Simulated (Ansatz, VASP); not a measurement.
## MgGeSb2 in VASP and in Ansatz

```xyz
8
Lattice="4.5227 0.0000 0.0000 0.0000 4.5227 0.0000 0.0000 0.0000 13.2657" Properties=species:S:1:pos:R:3 pbc="T T T"
Mg    2.2613    0.0000   11.5582
Mg    0.0000    2.2613    1.7075
Sb    2.2613    2.2613    0.0000
Sb    0.0000    0.0000    3.4773
Sb    2.2613    2.2613    6.6329
Sb    0.0000    0.0000    9.7884
Ge    2.2613    0.0000    5.0298
Ge    0.0000    2.2613    8.2359
```

Alike in both runs: task single point; functional PBE; k mesh 6 × 6 × 2; occupations fermi-dirac, width 0.02 eV; no spin polarisation.

```csv
,VASP,Ansatz
version,VASP 6.6.1,Ansatz 0.2.0
potentials or method,"VASP PAW PBE potentials, release 64 (Mg, Sb, Ge_d)","plane waves, PAW"
plane-wave cutoff (eV),520,420
valence electrons in the cell,52,108
```

|  | VASP | Ansatz | Ansatz less VASP |
| --- | --- | --- | --- |
| pressure (GPa) | -1.0 | -1.0 | -0.02 |
| rms of the force components (eV/Å) | 0.007 | 0.010 | +0.0035 |

VASP's potentials hold 52 valence electrons a cell and Ansatz's 108, so a difference there can come from the potentials and not from the codes.

Neither program's run includes spin-orbit coupling.
